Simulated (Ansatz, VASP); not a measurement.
**AlFe: VASP beside Ansatz**

File INCAR:

```
SYSTEM = AlFe
ALGO = Fast
EDIFF = 1E-6
ENCUT = 520
GGA = CA
ISIF = 2
ISMEAR = -1
ISPIN = 2
LASPH = .True.
LCHARG = .False.
LMAXMIX = 4
LORBIT = 11
LREAL = .False.
LWAVE = .False.
MAGMOM = 3 0
NBANDS = 16
NELM = 150
PREC = Accurate
SIGMA = 0.05
```

KPOINTS

```
k-points
0
Gamma
  9 9 9
  0 0 0
```

Contents of POSCAR:

```
AlFe
1.0
    2.8904692102      0.0000000000      0.0000000000
    0.0000000000      2.8904692102      0.0000000000
    0.0000000000      0.0000000000      2.8904692102
Fe Al
1 1
Direct
    0.5000000000      0.5000000000      0.5000000000
    0.0000000000      0.0000000000      0.0000000000
```

The input input.yaml:

```yaml
crystal:
  lattice:
    - [2.8904692102, 0.0, 0.0]
    - [0.0, 2.8904692102, 0.0]
    - [0.0, 0.0, 2.8904692102]
  atoms:
    - { symbol: Fe, position: [0.5, 0.5, 0.5], spin: 3.0 }
    - { symbol: Al, position: [0.0, 0.0, 0.0] }
kpoints:
  mp_grid: { grid: [9, 9, 9] }
scf:
  occupations: { method: fermi_dirac, width: 0.05 }
hamiltonian:
  xc: lda
  pseudopotentials: { kind: all_electron, lapw: { basis_error: 0.001 } }
magnetization:
  spin_polarized: true
output:
  forces: true
  stress: true
  eigenvalues: true
```

Change from the starting cell: volume scaled by 0.98.

Alike in both runs: task single point; functional LDA; k mesh 9 × 9 × 9; occupations fermi-dirac, width 0.05 eV; collinear spin.

```csv
,VASP,Ansatz
version,VASP 6.6.1,Ansatz 0.2.0
potentials or method,"VASP PAW LDA potentials, release 64 (Fe, Al), cutoff 520 eV","all-electron LAPW, scalar-relativistic"
```

|  | VASP | Ansatz | Ansatz less VASP |
| --- | --- | --- | --- |
| gap on the k mesh at the Fermi level (eV) | none | none | - |
| pressure (GPa) | -13.7 | -13.8 | -0.08 |
| net moment per atom (μB) | 0.28 | 0.30 | +0.022 |
| size of the moment on the site where the two differ most (μB) | 0.58 | 0.64 | +0.058 |

LDA's correlation is that of Perdew and Zunger in VASP and of Perdew and Wang (1992) in Ansatz. Site moments also hang on the region over which each program counts them. A gap of «none» marks a metal or a gap that the smearing closes. Ansatz ran all-electron here, and VASP with PAW potentials.
